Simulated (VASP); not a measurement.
A run of VASP 6.6.1:

INCAR

```
PREC     = Accurate       # precision mode
ENCUT    = 520            # plane-wave cutoff, eV
EDIFF    = 1E-7           # SCF threshold, eV
ISMEAR   = 0              # smearing method
SIGMA    = 0.1            # smearing width, eV
LREAL    = F              # projectors in reciprocal space
LASPH    = T              # aspherical terms in the spheres
NELM     = 100            # most SCF steps
ALGO     = Normal         # electronic algorithm
ISIF     = 2              # what is computed and relaxed
LWAVE    = F              # write WAVECAR
LCHARG   = T              # write CHGCAR
GGA      = PE             # functional
LELF     = T              # ELF
LVHAR    = T            
NBANDS   = 27             # bands
```

The input KPOINTS:

```
regular mesh
0
Gamma
  8 8 8
```

POSCAR

```
BeAs4Ru
1.0
    0.0000000000      3.7741659023      3.7741659023
    3.7741659023      0.0000000000      3.7741659023
    3.7741659023      3.7741659023      0.0000000000
Be As Ru
1 4 1
Direct
    0.2500000000      0.2500000000      0.2500000000
    0.6239244051      0.6239244051      0.1282267848
    0.6239244051      0.1282267848      0.6239244051
    0.1282267848      0.6239244051      0.6239244051
    0.6239244051      0.6239244051      0.6239244051
    0.0000000000      0.0000000000      0.0000000000
```

Potentials or basis: VASP PAW PBE potentials, release 64 (Be, As, Ru_pv).

Run with:

```bash
$ cat potpaw_PBE.64/Be/POTCAR potpaw_PBE.64/As/POTCAR potpaw_PBE.64/Ru_pv/POTCAR > POTCAR
$ mpirun -np 1 vasp_std > vasp.out
```

Hardware: 1 thread of Intel(R) Xeon(R) Platinum 8259CL CPU @ 2.50GHz (Skylake/Cascade Lake) (shared host).

**Question.** Estimate the wall time of this run.

**Answer.** It took 90 s on 1 thread of Intel(R) Xeon(R) Platinum 8259CL CPU @ 2.50GHz (Skylake/Cascade Lake), with other jobs on the host, peak memory 0.28 GiB. Counts: scf iterations 14, k points 29.
